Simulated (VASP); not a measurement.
Here is a VASP 6.6.1 calculation.

The input INCAR:

```
SYSTEM = Co
  AGGAC = 1.0
  AGGAX = 1.0
  ALDAC = 0.0
  ALDAX = 1.0
  ALGO = Normal
  EDIFF = 1E-7
  ENCUT = 520
  GGA = B5
  ISIF = 2
  ISMEAR = -1
  ISPIN = 2
  LASPH = .TRUE.
  LCHARG = .TRUE.
  LELF = .TRUE.
  LMAXMIX = 4
  LORBIT = 11
  LREAL = .FALSE.
  LVHAR = .TRUE.
  LWAVE = .FALSE.
  MAGMOM = 1.89
  NBANDS = 14
  NELM = 150
  PREC = Accurate
  SIGMA = 0.05
```

KPOINTS

```
k-points
0
G
  15 15 15
  0 0 0
```

POSCAR

```
Co
1.0
    2.4688162165      0.0000000000      0.0000000000
    0.0000000000      2.4688162165      0.0000000000
    0.0000000000      0.0000000000      2.4688162165
Co
1
Direct
    0.0000000000      0.0000000000      0.0000000000
```

Potentials or basis: VASP PAW PBE potentials, release 64 (Co).

Launch:

```bash
$ cat potpaw_PBE.64/Co/POTCAR > POTCAR
$ mpirun -np 1 vasp_std > vasp.out
```

Question: Estimate the site moments.

Answer: Co +1.91 μB.

Question: What does it give for the pressure?

Answer: -11.6 GPa.

Question: Estimate the net moment.

Answer: 1.89 μB per cell.

Caveat: the PAW data sets were made with another functional, which shifts forces and pressure a little.
